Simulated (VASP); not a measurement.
Crystal: Ta.

```
CELL_PARAMETERS angstrom
-1.65128 1.65128 1.65128
1.65128 -1.65128 1.65128
1.65128 1.65128 -1.65128
ATOMIC_POSITIONS crystal
Ta 0.00000 0.00000 0.00000
```

```yaml
Program: VASP 6.6.1
Task: relaxation of cell and atoms
Functional: PBE
Potentials_or_basis: VASP PAW PBE potentials, release 64 (Ta_pv)
Cutoff: 600 eV
k_mesh: 14 × 14 × 14
Occupations: fermi-dirac, width 0.1 eV
Spin: no spin polarisation
```

At the start: pressure 3.3 GPa; volume 18.01 Å³/atom.

Problem. Where does the relaxation end?

Solution. Over 3 steps the energy falls by 2.9 meV/atom and the volume is 18.31 Å³/atom (+1.6 %); space group Im-3m (No. 229, to 0.05 Å).

Step by step:
```csv
step,energy change (eV),largest force (eV/Å),pressure (GPa),volume (Å³)
1,0.0000,0.0000,3.29,18.01
2,0.0122,0.0000,-6.80,18.99
3,-0.0029,0.0000,-0.03,18.31
```

Final structure:
```cif
data_structure
_symmetry_space_group_name_H-M 'P 1'
_symmetry_Int_Tables_number 1
_cell_length_a 2.8756
_cell_length_b 2.8756
_cell_length_c 2.8756
_cell_angle_alpha 109.471
_cell_angle_beta 109.471
_cell_angle_gamma 109.471
_cell_volume 18.31
loop_
_atom_site_label
_atom_site_type_symbol
_atom_site_fract_x
_atom_site_fract_y
_atom_site_fract_z
_atom_site_occupancy
Ta1 Ta 0.00000 0.00000 0.00000 1
```
